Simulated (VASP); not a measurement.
# Cu (Im-3m) in VASP: further runs

Cu is run at these levels: BLYP; tasks: single point.

Everything below comes from runs of VASP 6.6.1. Logs are shortened: lines on timing, memory, paths and dates and some standing lists are left out, and cuts for length are marked.

## 1. The cell of the first run

Symmetry: Im-3m, No. 229, cubic system. Conventional cell: a = 2.944 Å, b = 2.944 Å, c = 2.944 Å, α = 90.00°, β = 90.00°, γ = 90.00°. Cu (site symmetry m-3m) has 14 Cu at 2.55 to 2.94 Å within 3.4 Å.

## 2. Single point, BLYP

INCAR

```
AGGAC = 1.0 ; AGGAX = 1.0
ALDAC = 0.0 ; ALDAX = 1.0
ALGO = Normal ; EDIFF = 1E-6
ENCUT = 520 ; GGA = B5
ISIF = 2 ; ISMEAR = -1
LASPH = True ; LCHARG = False
LREAL = False ; LWAVE = False
NBANDS = 12 ; NELM = 80
PREC = Accurate ; SIGMA = 0.1
```

KPOINTS

```
k-points
0
Gamma
  15 15 15
```

POSCAR

```
Cu
1.0
   -1.4719115123      1.4719115123      1.4719115123
    1.4719115123     -1.4719115123      1.4719115123
    1.4719115123      1.4719115123     -1.4719115123
Cu
1
Direct
    0.0000000000      0.0000000000      0.0000000000
```

Potentials or basis: VASP PAW PBE potentials, release 64 (Cu).

Started as:

```sh
$ cat potpaw_PBE.64/Cu/POTCAR > POTCAR
$ mpirun -np 1 vasp_std > vasp.out
```

OUTCAR:

```text
EDIFF = 1E-6
   ENCUT = 520
   GGA = B5
   ISIF = 2
   ISMEAR = -1
   LASPH = True
   LREAL = False
   NELM = 80
   PREC = Accurate

 ion  position               nearest neighbor table
   1  0.000  0.000  0.000-

  LATTYP: Found a body centered cubic cell.
 ALAT       =     2.9438230246

  Lattice vectors:

 A1 = (  -1.4719115123,   1.4719115123,   1.4719115123)
 A2 = (   1.4719115123,  -1.4719115123,   1.4719115123)
 A3 = (   1.4719115123,   1.4719115123,  -1.4719115123)

Analysis of symmetry for initial positions (statically):
=====================================================================
 Subroutine PRICEL returns:
 Original cell was already a primitive cell.

 Routine SETGRP: Setting up the symmetry group for a
 body centered cubic supercell.

 Subroutine GETGRP returns: Found 48 space group operations
 (whereof 48 operations were pure point group operations)
 out of a pool of 48 trial point group operations.

The static configuration has the point symmetry O_h .

Analysis of symmetry for dynamics (positions and initial velocities):
=====================================================================
 Subroutine PRICEL returns:
 Original cell was already a primitive cell.

 Routine SETGRP: Setting up the symmetry group for a
 body centered cubic supercell.

 Subroutine GETGRP returns: Found 48 space group operations
 (whereof 48 operations were pure point group operations)
 out of a pool of 48 trial point group operations.

The dynamic configuration has the point symmetry O_h .

 Subroutine INISYM returns: Found 48 space group operations
 (whereof 48 operations are pure point group operations),
 and found     1 'primitive' translations

----------------------------------------------------------------------------------------

                                     Primitive cell

  volume of cell :      12.7557

  direct lattice vectors                    reciprocal lattice vectors
    -1.471911512  1.471911512  1.471911512     0.000000000  0.339694333  0.339694333
     1.471911512 -1.471911512  1.471911512     0.339694333  0.000000000  0.339694333
     1.471911512  1.471911512 -1.471911512     0.339694333  0.339694333  0.000000000

  length of vectors
     2.549425524  2.549425524  2.549425524     0.480400333  0.480400333  0.480400333

  position of ions in fractional coordinates (direct lattice)
     0.000000000  0.000000000  0.000000000

  ion indices of the primitive-cell ions
   primitive index   ion index
                 1           1

----------------------------------------------------------------------------------------

 KPOINTS: k-points

Automatic generation of k-mesh.
 Grid dimensions read from file:
 generate k-points for:   15   15   15

 Generating k-lattice:

  Cartesian coordinates                     Fractional coordinates (reciprocal lattice)
     0.000000000  0.022646289  0.022646289     0.066666667  0.000000000  0.000000000
     0.022646289  0.000000000  0.022646289     0.000000000  0.066666667  0.000000000
     0.022646289  0.022646289  0.000000000     0.000000000  0.000000000  0.066666667

  Length of vectors
     0.032026689  0.032026689  0.032026689

  Shift w.r.t. Gamma in fractional coordinates (k-lattice)
     0.000000000  0.000000000  0.000000000

 Subroutine IBZKPT returns following result:
 ===========================================

 Found    120 irreducible k-points:

 Following reciprocal coordinates:
            Coordinates               Weight
  0.000000  0.000000  0.000000      1.000000
  0.066667  0.000000  0.000000     12.000000
  0.133333  0.000000  0.000000     12.000000
  0.200000  0.000000  0.000000     12.000000
  0.266667  0.000000  0.000000     12.000000
  0.333333  0.000000  0.000000     12.000000
[... 16 lines left out ...]
  0.333333  0.200000  0.000000     48.000000
  0.400000  0.200000  0.000000     24.000000
 [... further k-points ...]
   k-points           NKPTS =    120   k-points in BZ     NKDIM =    120   number of bands    NBANDS=     12
   number of dos      NEDOS =    301   number of ions     NIONS =      1
   total plane-waves  NPLWV =   8000
   dimension x,y,z NGX =    20 NGY =   20 NGZ =   20
   dimension x,y,z NGXF=    40 NGYF=   40 NGZF=   40
   ions per type =               1
   NGX,Y,Z   is equivalent  to a cutoff of  13.04, 13.04, 13.04 a.u.
   NGXF,Y,Z  is equivalent  to a cutoff of  26.08, 26.08, 26.08 a.u.
 SYSTEM =  unknown system
   PREC   = accura    normal or accurate (medium, high low for compatibility)
   ISTART =      0    job   : 0-new  1-cont  2-samecut
   ICHARG =      2    charge: 1-file 2-atom 10-const
   ISPIN  =      1    spin polarized calculation?
   LNONCOLLINEAR =      F non collinear calculations
   LSORBIT =      F    spin-orbit coupling
   LASPH  =      T    aspherical Exc in radial PAW
   ENCUT  =  520.0 eV  38.22 Ry    6.18 a.u.   4.74  4.74  4.74*2*pi/ulx,y,z
   NELM   =     80;   NELMIN=  2; NELMDL= -5     # of ELM steps
   EDIFF  = 0.1E-05   stopping-criterion for ELM
   LREAL  =      F    real-space projection
   EDIFFG = 0.1E-04   stopping-criterion for IOM
   NSW    =      0    number of steps for IOM
   IBRION =     -1    ionic relax: 0-MD 1-quasi-New 2-CG
   NFREE  =      0    steps in history (QN), initial steepest desc. (CG)
   ISIF   =      2    stress and relaxation
   ISYM   =      2    0-nonsym 1-usesym 2-fastsym
   POTIM  = 0.5000    time-step for ionic-motion
   TEBEG  =    0.0;   TEEND  =   0.0 temperature during run
   PSTRESS=    0.0 pullay stress
   NELECT =      11.0000    total number of electrons
   NUPDOWN=      -1.0000    fix difference up-down
   EMIN   =  10.00;   EMAX   =-10.00  energy-range for DOS
   EFERMI =   0.00;   METHOD = LEGACY
   ISMEAR =    -1;   SIGMA  =   0.10  broadening in eV -4-tet -1-fermi 0-gaus
   EFERMI_NEDOS =   21; number of points for ismear=-14 and -15
   IALGO  =     38    algorithm
   IMIX   =      4    mixing-type and parameters
     AMIX     =   0.40;   BMIX     =  1.00
     AMIX_MAG =   1.60;   BMIX_MAG =  1.00
  volume/ion in A,a.u.               =      12.76        86.08
  Fermi-wavevector in a.u.,A,eV,Ry     =   1.558251  2.944667 33.036926  2.428146
  Thomas-Fermi vector in A             =   2.661783
   LORBIT       =      0    0 simple, 1 ext, 2 COOP (PROOUT), +10 PAW based schemes
   GGA     = B5    functional components
   LHFCALC =     F    Hartree Fock is set to
   AEXX    =    0.0000 exact exchange contribution
   IVDW    =     0    specifies the selected vdW correction
   LEPSILON=     F    determine dielectric tensor
   LRPA    =     F    only Hartree local field effects (RPA)
 non-spin polarized calculation
  energy-cutoff  :      520.00
  volume of cell :       12.76
 maximum number of plane-waves:       370
   NGX =  9   NGY =  9   NGZ =  9

 number of electron      11.0000013 magnetization

 Free energy of the ion-electron system (eV)
  ---------------------------------------------------
  ext. energy  EPLUGINS =         0.00000000
  ---------------------------------------------------
  free energy    TOTEN  =        -2.95571130 eV

  energy without entropy =       -2.94570028  energy(sigma->0) =       -2.95070579

 E-fermi :   7.1500     XC(G=0): -11.7253

 val. band max:        7.1391435851   @ k =  -0.3333   0.4667   0.0667
 cond. band min:       7.1605038290   @ k =  -0.2667   0.4667   0.0667
 fundamental gap:      0.0213602439
 Fermi energy:         7.1499797263

 k-point     1 :       0.0000    0.0000    0.0000
  band No.  band energies     occupation
      1      -1.5475      2.00000
      2       4.1802      2.00000
      3       4.1802      2.00000
      4       4.1802      2.00000
      5       5.0872      2.00000
      6       5.0872      2.00000
      7      31.8051      0.00000
      8      31.8051      0.00000
      9      31.8051      0.00000
     10      33.4600      0.00000
     11      33.4600      0.00000
     12      33.4600      0.00000

 k-point     2 :       0.0667    0.0000    0.0000
  band No.  band energies     occupation
      1      -1.3852      2.00000
      2       4.1524      2.00000
      3       4.1799      2.00000
      4       4.2391      2.00000
      5       5.0603      2.00000
      6       5.0892      2.00000
      7      29.7098      0.00000
      8      31.1634      0.00000
      9      31.2935      0.00000
     10      31.9676      0.00000
     11      32.4580      0.00000
     12      32.8855      0.00000

 k-point     3 :       0.1333    0.0000    0.0000
  band No.  band energies     occupation
      1      -0.9061      2.00000
      2       4.0746      2.00000
      3       4.1719      2.00000
      4       4.4093      2.00000
      5       4.9999      2.00000
      6       5.0958      2.00000
      7      26.1623      0.00000
      8      29.4817      0.00000
      9      29.9274      0.00000
     10      30.3700      0.00000
     11      31.7085      0.00000
     12      33.2695      0.00000
[... 286 lines left out ...]
 k-point    23 :       0.3333    0.2000    0.0000
  band No.  band energies     occupation
      1       2.9796      2.00000
      2       3.6432      2.00000
      3       4.2420      2.00000
      4       5.0230      2.00000
      5       5.2823      2.00000
      6       8.0988      0.00015
      7      12.9899      0.00000
      8      17.1977      0.00000
      9      23.5136      0.00000
     10      31.0875      0.00000
     11      35.1638      0.00000
     12      37.7306      0.00000

 k-point    24 :       0.4000    0.2000    0.0000
  band No.  band energies     occupation
      1       3.0097      2.00000
      2       3.6305      2.00000
      3       4.3377      2.00000
      4       5.0431      2.00000
      5       5.3134      2.00000
      6       9.2228      0.00000
      7      11.4490      0.00000
      8      17.0205      0.00000
      9      23.3530      0.00000
     10      31.0312      0.00000
     11      36.0572      0.00000
     12      37.3312      0.00000

 [... further k-points ...]
[... 5 lines left out ...]
  --------------------------------------------------------------------------------------
  -------------------------------------------------------------------------------------
  Total        0.0511892      0.0511892      0.0511892      0.0000000     -0.0000000      0.0000000
  in kB        6.4295921      6.4295921      6.4295921      0.0000000     -0.0000000      0.0000000
  external PRESSURE =       6.4295921 kB  Pullay stress =       0.0000000 kB

 VOLUME and BASIS-vectors are now :
 -----------------------------------------------------------------------------
  energy-cutoff  :      520.00
  volume of cell :       12.76
      direct lattice vectors                 reciprocal lattice vectors
    -1.471911512  1.471911512  1.471911512     0.000000000  0.339694333  0.339694333
     1.471911512 -1.471911512  1.471911512     0.339694333  0.000000000  0.339694333
     1.471911512  1.471911512 -1.471911512     0.339694333  0.339694333  0.000000000

 POSITION                                       TOTAL-FORCE (eV/Angst)
 -----------------------------------------------------------------------------------
      0.00000      0.00000      0.00000         0.000000     -0.000000     -0.000000
 -----------------------------------------------------------------------------------
    total drift:                                0.000000     -0.000000      0.000000

  FREE ENERGIE OF THE ION-ELECTRON SYSTEM (eV)
  ---------------------------------------------------
  free  energy   TOTEN  =        -2.9557113011 eV

  energy  without entropy=       -2.9457002809  energy(sigma->0) =       -2.95070579
```

Wall time 16 s (1 thread of Intel Xeon 6975P-C, shared host); peak memory 0.14 GiB.

Results:

```
Free energy : -2.9557 eV
Pressure    : 0.6 GPa
```

Levels at points of the mesh, in eV from the Fermi level:
| k point | band 3 | band 4 | band 5 | band 6 | band 7 | band 8 | band 9 | band 10 |
| --- | --- | --- | --- | --- | --- | --- | --- | --- |
| (0.00, 0.00, 0.00) | -2.97 | -2.97 | -2.06 | -2.06 | 24.66 | 24.66 | 24.66 | 26.31 |

Caveat: the PAW data sets were made with another functional, which shifts forces and pressure a little.

## 3. Single point, BLYP (volume scaled by 0.88)

INCAR

```
SYSTEM = Cu
PREC = Accurate
ENCUT = 520
EDIFF = 1E-6
ISMEAR = -1
SIGMA = 0.1
LREAL = .False.
LASPH = .True.
NELM = 100
ALGO = Normal
ISIF = 2
LWAVE = .False.
LCHARG = .False.
GGA = B5
ALDAX = 1.0
AGGAX = 1.0
AGGAC = 1.0
ALDAC = 0.0
NBANDS = 12
```

KPOINTS

```
regular mesh
0
Gamma
  17 17 17
  0 0 0
```

POSCAR

```
Cu
1.0
   -1.4105092096      1.4105092096      1.4105092096
    1.4105092096     -1.4105092096      1.4105092096
    1.4105092096      1.4105092096     -1.4105092096
Cu
1
Direct
    0.0000000000      0.0000000000      0.0000000000
```

Potentials or basis: VASP PAW PBE potentials, release 64 (Cu).

Started as:

```sh
$ cat potpaw_PBE.64/Cu/POTCAR > POTCAR
$ mpirun -np 1 vasp_std > vasp.out
```

It took 15 s on 1 thread of Intel Xeon 6975P-C, shared host; peak memory 0.13 GiB.

Results (log left out):

```yaml
Free_energy: -2.8643 eV
Pressure: 20.7 GPa
```

Levels at points of the mesh, in eV from the Fermi level:
| k point | band 2 | band 3 | band 4 | band 5 | band 6 | band 7 | band 8 | band 9 | band 10 | band 11 |
| --- | --- | --- | --- | --- | --- | --- | --- | --- | --- | --- |
| (0.00, 0.00, 0.00) | -3.36 | -3.36 | -3.36 | -2.27 | -2.27 | 25.89 | 25.89 | 25.89 | 29.31 | 29.31 |

Caveat: the PAW data sets were made with another functional, which shifts forces and pressure a little.
